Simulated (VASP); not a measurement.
BN, 2 atoms in the cell. It takes space group F-43m (No. 216, cubic). The conventional cell has a = 3.606 Å, b = 3.606 Å, c = 3.606 Å, α = 90.00°, β = 90.00°, γ = 90.00°. B (site symmetry -43m) has 4 N at 1.56 Å within 2.1 Å. Within 2.1 Å of N (site symmetry -43m) lie 4 B at 1.56 Å. 

| Property | Result |
| --- | --- |
| Program | VASP 6.6.1 |
| Task | relaxation of cell and atoms |
| Functional | PBEsol |
| Potentials or basis | VASP PAW PBE potentials, release 64 (B, N) |
| Cutoff | 600 eV |
| k mesh | 12 × 12 × 12 |
| Occupations | gaussian, width 0.01 eV |
| Spin | no spin polarisation |
| Target pressure | 12 GPa |
| Dipole correction | no |
| Further INCAR settings | ALGO = Normal; EDIFF = 1e-06; IBRION = 2; EDIFFG = -0.001; NSW = 80; ISIF = 3 |

Potentials or basis: VASP PAW PBE potentials, release 64 (B, N).

The run is started by

```bash
$ cat potpaw_PBE.64/B/POTCAR potpaw_PBE.64/N/POTCAR > POTCAR
$ mpirun -np 1 vasp_std > vasp.out
```

Hardware: 1 thread of Intel(R) Xeon(R) 6975P-C (Granite Rapids), with other jobs on the host.

Q: How long does it take, and how much memory?

A: Run time: 15 s on 1 thread of Intel(R) Xeon(R) 6975P-C (Granite Rapids), with other jobs on the host, peak memory 0.12 GiB. Counts: scf iterations 33, k points 72, ion steps 6.
